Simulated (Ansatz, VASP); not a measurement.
## MoS2: VASP beside Ansatz

```
Mo S
1.0
     3.14143    0.00000    0.00000
    -1.57072    2.72056    0.00000
     0.00000    0.00000   12.57882
Mo S
2 4
Direct
  0.31344 0.64677 0.25000
  0.66667 0.33333 0.75000
  0.33333 0.66667 0.62605
  0.66667 0.33333 0.12605
  0.33333 0.66667 0.87395
  0.66667 0.33333 0.37395
```

Alike in both runs: task single point; functional PBEsol; k mesh 12 × 12 × 2; occupations gaussian, width 0.05 eV; no spin polarisation.

|  | VASP | Ansatz |
| --- | --- | --- |
| version | VASP 6.6.1 | Ansatz 0.2.0 |
| potentials or method | VASP PAW PBE potentials, release 64 (Mo_sv, S), cutoff 520 eV | scalar-relativistic, plane waves, PAW |
| valence electrons in the cell | 52 | 52 |

|  | VASP | Ansatz | Ansatz less VASP |
| --- | --- | --- | --- |
| gap on the k mesh at the Fermi level (eV) | 0.97 | 0.95 | -0.015 |
| least direct gap on the mesh (eV) | 1.74 | 1.73 | -0.005 |
| pressure (GPa) | 0.1 | 0.1 | +0.01 |
| traceless stress, the component that is largest in VASP (GPa) | -0.59 | -0.60 | -0.010 |
| rms of the force components (eV/Å) | 0.376 | 0.376 | +0.0003 |

VASP's potentials were made for PBE, not for PBEsol. Atom by atom the forces differ by 0.000 eV/Å (rms over components).
